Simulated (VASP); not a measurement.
# Sn (I4_1/amd) in VASP: notebook

Sn is run at these levels: LDA, PBE; tasks: single point.

Everything below comes from runs of VASP 6.6.1. Logs are shortened: lines on timing, memory, paths and dates and some standing lists are left out, and cuts for length are marked.

## Step 1: The cell of the first run

The structure is tetragonal, space group I4_1/amd (No. 141). The conventional cell has a = 5.919 Å, b = 5.919 Å, c = 3.220 Å, α = 90.00°, β = 90.00°, γ = 90.00°. Within 4.0 Å of Sn (site symmetry -4m2) lie 10 Sn at 3.07 to 3.82 Å.

## Step 2: Single point, LDA

File INCAR:

```
SYSTEM = Sn
ALGO     = Normal         ! electronic algorithm
EDIFF    = 1E-6           ! SCF threshold, eV
ENCUT    = 520            ! plane-wave cutoff, eV
GGA      = CA             ! functional
ISIF     = 2              ! what is computed and relaxed
ISMEAR   = -1             ! smearing method
LASPH    = .TRUE.         ! aspherical terms in the spheres
LCHARG   = .FALSE.        ! write CHGCAR
LREAL    = .FALSE.        ! projectors in reciprocal space
LWAVE    = .FALSE.        ! write WAVECAR
NBANDS   = 21             ! bands
NELM     = 100            ! most SCF steps
PREC     = Accurate       ! precision mode
SIGMA    = 0.05           ! smearing width, eV
```

File KPOINTS:

```
k-points
0
G
  9 9 9
  0 0 0
```

File POSCAR:

```
Sn
1.0
   -2.9596121516      2.9596121516      1.6098937015
    2.9596121516     -2.9596121516      1.6098937015
    2.9596121516      2.9596121516     -1.6098937015
Sn
2
Direct
    0.0000000000      0.0000000000      0.0000000000
    0.7500000000      0.2500000000      0.5000000000
```

Potentials or basis: VASP PAW LDA potentials, release 64 (Sn_d).

Launch:

```bash
$ cat potpaw_LDA.64/Sn_d/POTCAR > POTCAR
$ mpirun -np 1 vasp_std > vasp.out
```

OUTCAR:

```text
SYSTEM = Sn
   EDIFF = 1E-6
   ENCUT = 520
   GGA = CA
   ISIF = 2
   ISMEAR = -1
   LASPH = .TRUE.
   LREAL = .FALSE.
   NELM = 100
   PREC = Accurate

 ion  position               nearest neighbor table
   1  0.000  0.000  0.000-   2 3.07   2 3.07   2 3.07   2 3.07
   2  0.750  0.250  0.500-   1 3.07   1 3.07   1 3.07   1 3.07

  LATTYP: Found a body centered tetragonal cell.
 ALAT       =     5.9192243032
 C/A-ratio  =     0.5439542815

  Lattice vectors:

 A1 = (  -2.9596121516,   2.9596121516,   1.6098937015)
 A2 = (   2.9596121516,  -2.9596121516,   1.6098937015)
 A3 = (   2.9596121516,   2.9596121516,  -1.6098937015)

Analysis of symmetry for initial positions (statically):
=====================================================================
 Subroutine PRICEL returns:
 Original cell was already a primitive cell.

 Routine SETGRP: Setting up the symmetry group for a
 body centered tetragonal supercell.

 Subroutine GETGRP returns: Found 16 space group operations
 (whereof  8 operations were pure point group operations)
 out of a pool of 16 trial point group operations.

The static configuration has the point symmetry D_2d.
 The point group associated with its full space group is D_4h.

Analysis of symmetry for dynamics (positions and initial velocities):
=====================================================================
 Subroutine PRICEL returns:
 Original cell was already a primitive cell.

 Routine SETGRP: Setting up the symmetry group for a
 body centered tetragonal supercell.

 Subroutine GETGRP returns: Found 16 space group operations
 (whereof  8 operations were pure point group operations)
 out of a pool of 16 trial point group operations.

The dynamic configuration has the point symmetry D_2d.
 The point group associated with its full space group is D_4h.

 Subroutine INISYM returns: Found 16 space group operations
 (whereof  8 operations are pure point group operations),
 and found     1 'primitive' translations

----------------------------------------------------------------------------------------

                                     Primitive cell

  volume of cell :      56.4062

  direct lattice vectors                    reciprocal lattice vectors
    -2.959612152  2.959612152  1.609893702     0.000000000  0.168941055  0.310579512
     2.959612152 -2.959612152  1.609893702     0.168941055  0.000000000  0.310579512
     2.959612152  2.959612152 -1.609893702     0.168941055  0.168941055  0.000000000

  length of vectors
     4.484458262  4.484458262  4.484458262     0.353554399  0.353554399  0.238918732

  position of ions in fractional coordinates (direct lattice)
     0.000000000  0.000000000  0.000000000
     0.750000000  0.250000000  0.500000000

  ion indices of the primitive-cell ions
   primitive index   ion index
                 1           1
                 2           2

----------------------------------------------------------------------------------------

 KPOINTS: k-points

Automatic generation of k-mesh.
 Grid dimensions read from file:
 generate k-points for:    9    9    9

 Generating k-lattice:

  Cartesian coordinates                     Fractional coordinates (reciprocal lattice)
     0.000000000  0.018771228  0.034508835     0.111111111  0.000000000  0.000000000
     0.018771228  0.000000000  0.034508835     0.000000000  0.111111111  0.000000000
     0.018771228  0.018771228  0.000000000     0.000000000  0.000000000  0.111111111

  Length of vectors
     0.039283822  0.039283822  0.026546526

  Shift w.r.t. Gamma in fractional coordinates (k-lattice)
     0.000000000  0.000000000  0.000000000

 Subroutine IBZKPT returns following result:
 ===========================================

 Found     75 irreducible k-points:

 Following reciprocal coordinates:
            Coordinates               Weight
  0.000000  0.000000  0.000000      1.000000
  0.111111  0.000000 -0.000000      8.000000
  0.222222 -0.000000  0.000000      8.000000
  0.333333  0.000000 -0.000000      8.000000
  0.444444 -0.000000  0.000000      8.000000
  0.111111  0.111111  0.000000      8.000000
[... 16 lines left out ...]
 -0.333333  0.333333  0.000000      4.000000
  0.444444  0.444444 -0.000000      8.000000
 [... further k-points ...]
   k-points           NKPTS =     75   k-points in BZ     NKDIM =     75   number of bands    NBANDS=     21
   number of dos      NEDOS =    301   number of ions     NIONS =      2
   total plane-waves  NPLWV =  46656
   dimension x,y,z NGX =    36 NGY =   36 NGZ =   36
   dimension x,y,z NGXF=    72 NGYF=   72 NGZF=   72
   ions per type =               2
   NGX,Y,Z   is equivalent  to a cutoff of  13.35, 13.35, 13.35 a.u.
   NGXF,Y,Z  is equivalent  to a cutoff of  26.69, 26.69, 26.69 a.u.
 SYSTEM =  Sn
   PREC   = accura    normal or accurate (medium, high low for compatibility)
   ISTART =      0    job   : 0-new  1-cont  2-samecut
   ICHARG =      2    charge: 1-file 2-atom 10-const
   ISPIN  =      1    spin polarized calculation?
   LNONCOLLINEAR =      F non collinear calculations
   LSORBIT =      F    spin-orbit coupling
   LASPH  =      T    aspherical Exc in radial PAW
   ENCUT  =  520.0 eV  38.22 Ry    6.18 a.u.   8.34  8.34  8.34*2*pi/ulx,y,z
   NELM   =    100;   NELMIN=  2; NELMDL= -5     # of ELM steps
   EDIFF  = 0.1E-05   stopping-criterion for ELM
   LREAL  =      F    real-space projection
   EDIFFG = 0.1E-04   stopping-criterion for IOM
   NSW    =      0    number of steps for IOM
   IBRION =     -1    ionic relax: 0-MD 1-quasi-New 2-CG
   NFREE  =      0    steps in history (QN), initial steepest desc. (CG)
   ISIF   =      2    stress and relaxation
   ISYM   =      2    0-nonsym 1-usesym 2-fastsym
   POTIM  = 0.5000    time-step for ionic-motion
   TEBEG  =    0.0;   TEEND  =   0.0 temperature during run
   PSTRESS=    0.0 pullay stress
   NELECT =      28.0000    total number of electrons
   NUPDOWN=      -1.0000    fix difference up-down
   EMIN   =  10.00;   EMAX   =-10.00  energy-range for DOS
   EFERMI =   0.00;   METHOD = LEGACY
   ISMEAR =    -1;   SIGMA  =   0.05  broadening in eV -4-tet -1-fermi 0-gaus
   EFERMI_NEDOS =   21; number of points for ismear=-14 and -15
   IALGO  =     38    algorithm
   IMIX   =      4    mixing-type and parameters
     AMIX     =   0.40;   BMIX     =  1.00
     AMIX_MAG =   1.60;   BMIX_MAG =  1.00
  volume/ion in A,a.u.               =      28.20       190.32
  Fermi-wavevector in a.u.,A,eV,Ry     =   1.296239  2.449537 22.861009  1.680237
  Thomas-Fermi vector in A             =   2.427708
   LORBIT       =      0    0 simple, 1 ext, 2 COOP (PROOUT), +10 PAW based schemes
   GGA     = CA    functional components
   LHFCALC =     F    Hartree Fock is set to
   AEXX    =    0.0000 exact exchange contribution
   IVDW    =     0    specifies the selected vdW correction
   LEPSILON=     F    determine dielectric tensor
   LRPA    =     F    only Hartree local field effects (RPA)
 non-spin polarized calculation
  energy-cutoff  :      520.00
  volume of cell :       56.41
 maximum number of plane-waves:      1539
 NGX is ok and might be reduce to    36
   NGX = 17   NGY = 17   NGZ = 17

 number of electron      27.9999989 magnetization

 Free energy of the ion-electron system (eV)
  ---------------------------------------------------
  ext. energy  EPLUGINS =         0.00000000
  ---------------------------------------------------
  free energy    TOTEN  =        -8.92652576 eV

  energy without entropy =       -8.91939122  energy(sigma->0) =       -8.92295849

 E-fermi :   7.2303     XC(G=0): -10.3669

 val. band max:        7.2279581952   @ k =   0.4444   0.3333   0.0000
 cond. band min:       7.2875109859   @ k =  -0.2222   0.4444   0.2222
 fundamental gap:      0.0595527907
 Fermi energy:         7.2302870830

 k-point     1 :       0.0000    0.0000    0.0000
  band No.  band energies     occupation
      1     -14.2675      2.00000
      2     -14.1942      2.00000
      3     -14.1499      2.00000
      4     -14.1433      2.00000
      5     -14.0073      2.00000
      6     -14.0073      2.00000
[... 13 lines left out ...]
     20      16.9760      0.00000
     21      17.6315      0.00000

 k-point     2 :       0.1111    0.0000   -0.0000
  band No.  band energies     occupation
      1     -14.2605      2.00000
      2     -14.1721      2.00000
      3     -14.1421      2.00000
      4     -14.1182      2.00000
      5     -14.0218      2.00000
      6     -14.0182      2.00000
[... 13 lines left out ...]
     20      16.1417      0.00000
     21      16.2496      0.00000

 k-point     3 :       0.2222   -0.0000    0.0000
  band No.  band energies     occupation
      1     -14.2408      2.00000
      2     -14.1242      2.00000
      3     -14.1225      2.00000
      4     -14.0788      2.00000
      5     -14.0501      2.00000
      6     -14.0168      2.00000
[... 13 lines left out ...]
     20      14.6880      0.00000
     21      15.5993      0.00000

 k-point     4 :       0.3333    0.0000   -0.0000
  band No.  band energies     occupation
      1     -14.2181      2.00000
      2     -14.1082      2.00000
      3     -14.1014      2.00000
      4     -14.0911      2.00000
      5     -14.0678      2.00000
      6     -14.0362      2.00000
[... 13 lines left out ...]
     20      13.8924      0.00000
     21      16.4551      0.00000

 k-point     5 :       0.4444   -0.0000    0.0000
  band No.  band energies     occupation
      1     -14.2019      2.00000
      2     -14.1286      2.00000
      3     -14.1164      2.00000
      4     -14.0853      2.00000
      5     -14.0573      2.00000
      6     -14.0501      2.00000
[... 13 lines left out ...]
     20      16.0011      0.00000
     21      17.2982      0.00000
[... 382 lines left out ...]
     20      17.3409      0.00000
     21      17.9352      0.00000

 k-point    22 :      -0.4444    0.3333   -0.0000
  band No.  band energies     occupation
      1     -14.1831      2.00000
      2     -14.1656      2.00000
      3     -14.1655      2.00000
      4     -14.0770      2.00000
      5     -14.0666      2.00000
      6     -14.0010      2.00000
[... 13 lines left out ...]
     20      17.9959      0.00000
     21      18.8575      0.00000

 k-point    23 :      -0.3333    0.3333    0.0000
  band No.  band energies     occupation
      1     -14.2008      2.00000
      2     -14.1905      2.00000
      3     -14.1785      2.00000
      4     -14.0883      2.00000
      5     -14.0527      2.00000
      6     -13.9913      2.00000
[... 13 lines left out ...]
     20      16.8638      0.00000
     21      16.9350      0.00000

 k-point    24 :       0.4444    0.4444   -0.0000
  band No.  band energies     occupation
      1     -14.1769      2.00000
      2     -14.1764      2.00000
      3     -14.1211      2.00000
      4     -14.1193      2.00000
      5     -14.0328      2.00000
      6     -14.0265      2.00000
[... 13 lines left out ...]
     20      17.8415      0.00000
     21      18.2751      0.00000

 [... further k-points ...]

------------------------ aborting loop because EDIFF is reached ----------------------------------------

  FORCE on cell =-STRESS in cart. coord.  units (eV):
  Direction    XX          YY          ZZ          XY          YZ          ZX
  --------------------------------------------------------------------------------------
  -------------------------------------------------------------------------------------
  Total       -1.2833674     -1.2833674     -1.3755066      0.0000000      0.0000000      0.0000000
  in kB      -36.4531269    -36.4531269    -39.0702733      0.0000000      0.0000000      0.0000000
  external PRESSURE =     -37.3255091 kB  Pullay stress =       0.0000000 kB

 VOLUME and BASIS-vectors are now :
 -----------------------------------------------------------------------------
  energy-cutoff  :      520.00
  volume of cell :       56.41
      direct lattice vectors                 reciprocal lattice vectors
    -2.959612152  2.959612152  1.609893702     0.000000000  0.168941055  0.310579512
     2.959612152 -2.959612152  1.609893702     0.168941055  0.000000000  0.310579512
     2.959612152  2.959612152 -1.609893702     0.168941055  0.168941055  0.000000000

 POSITION                                       TOTAL-FORCE (eV/Angst)
 -----------------------------------------------------------------------------------
      0.00000      0.00000      0.00000         0.000000      0.000000      0.000000
      0.00000      2.95961      0.80495        -0.000000     -0.000000     -0.000000
 -----------------------------------------------------------------------------------
    total drift:                               -0.000000      0.000000     -0.000000

  FREE ENERGIE OF THE ION-ELECTRON SYSTEM (eV)
  ---------------------------------------------------
  free  energy   TOTEN  =        -8.9265257583 eV

  energy  without entropy=       -8.9193912212  energy(sigma->0) =       -8.92295849
```

Wall time 65 s (1 thread of AMD EPYC 7R13 (Zen 3), shared host); peak memory 0.18 GiB.

What came out:

- Free energy: -8.9265 eV
- Pressure: -3.7 GPa
- Band gap on the k mesh: zero (bands 14 and 15 overlap by 3.84 eV)

Stress tensor (GPa, compression positive):
```
-3.65  0.00  0.00
 0.00 -3.65  0.00
 0.00  0.00 -3.91
```

Caveat: the cell stands under tension; spin-orbit coupling is left out, which moves the levels of the heavy elements.

[end of part 1 of 2]

The gap in the log of VASP goes by the Fermi energy; the results here count the filled bands.